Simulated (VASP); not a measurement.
Here is a VASP 6.6.1 calculation.

Contents of POSCAR:

```
CsSnI3
1.0
    6.2057000000      0.0000000000      0.0000000000
    0.0000000000      6.2057000000      0.0000000000
    0.0000000000      0.0000000000      6.2057000000
Cs I Sn
1 3 1
Direct
    0.0000000000      0.0000000000      0.0000000000
    0.5000000000      0.5000000000      0.0000000000
    0.5000000000      0.0000000000      0.5000000000
    0.0000000000      0.5000000000      0.5000000000
    0.5000000000      0.5000000000      0.5000000000
```

Contents of INCAR.step1:

```
SYSTEM = CsSnI3
ALGO = Normal
EDIFF = 1E-4
ENCUT = 520
GGA = PE
ISMEAR = -1
LASPH = .TRUE.
LCHARG = .FALSE.
LREAL = .FALSE.
LWAVE = .TRUE.
NBANDS = 30
NELM = 80
PREC = Accurate
SIGMA = 0.05
```

Contents of INCAR.step2:

```
SYSTEM = CsSnI3
ALGO = Normal
EDIFF = 1E-6
ENCUT = 520
ISIF = 2
ISMEAR = -1
ISTART = 1
LASPH = .TRUE.
LCHARG = .FALSE.
LMIXTAU = .TRUE.
LREAL = .FALSE.
LWAVE = .FALSE.
METAGGA = R2SCAN
NBANDS = 30
NELM = 80
PREC = Accurate
SIGMA = 0.05
```

File KPOINTS:

```
k-points
0
G
  5 5 5
  0 0 0
```

Potentials or basis: VASP PAW PBE potentials, release 64 (Cs_sv, I, Sn_d).

Launch:

```bash
$ cat potpaw_PBE.64/Cs_sv/POTCAR potpaw_PBE.64/I/POTCAR potpaw_PBE.64/Sn_d/POTCAR > POTCAR
$ cp INCAR.step1 INCAR
$ mpirun -np 1 vasp_std > vasp.out
$ cp INCAR.step2 INCAR
$ mpirun -np 1 vasp_std > vasp.out
```

(1) What does it give for the pressure?

(2) What does it give for the band gap on the k mesh?

## Answers

(1) 0.0 GPa.

(2) 1.87 eV, direct.

Caveat: the PAW data sets were made with another functional, which shifts forces and pressure a little; spin-orbit coupling is left out, which moves the levels of the heavy elements.
